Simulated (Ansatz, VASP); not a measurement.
## Two plane-wave programs on Ga2O3

```
CELL_PARAMETERS angstrom
6.22798 -1.54161 0.00673
6.22798 1.54161 0.00673
-1.39772 0.00000 5.70858
ATOMIC_POSITIONS crystal
Ga 0.34151 0.34151 0.68581
Ga 0.65849 0.65849 0.31419
Ga 0.91009 0.91009 0.20526
Ga 0.08991 0.08991 0.79474
O 0.50400 0.50400 0.74331
O 0.49600 0.49600 0.25669
O 0.82631 0.82631 0.43567
O 0.17369 0.17369 0.56433
O 0.16350 0.16350 0.10916
O 0.83650 0.83650 0.89084
```

Alike in both runs: functional PBE; k mesh 9 × 9 × 5; no spin polarisation.

Ansatz relaxed the structure, and its values are those at the end. VASP's run is a single point on that final structure, the one shown.

|  | VASP | Ansatz |
| --- | --- | --- |
| version | VASP 6.6.1 | Ansatz 0.2.0 |
| potentials or method | VASP PAW PBE potentials, release 64 (Ga_d, O), cutoff 520 eV | plane-wave PAW DFT |
| occupations | gaussian, width 0.01 eV | fixed |
| valence electrons in the cell | 88 | 88 |

Ansatz gave:

| Item | Value |
| --- | --- |
| pressure (GPa) | 0.0 |
| rms of the force components (eV/Å) | 0.000 |

Problem. Estimate VASP's values.

Solution. Pressure (GPa): 0.6; rms of the force components (eV/Å): 0.008.
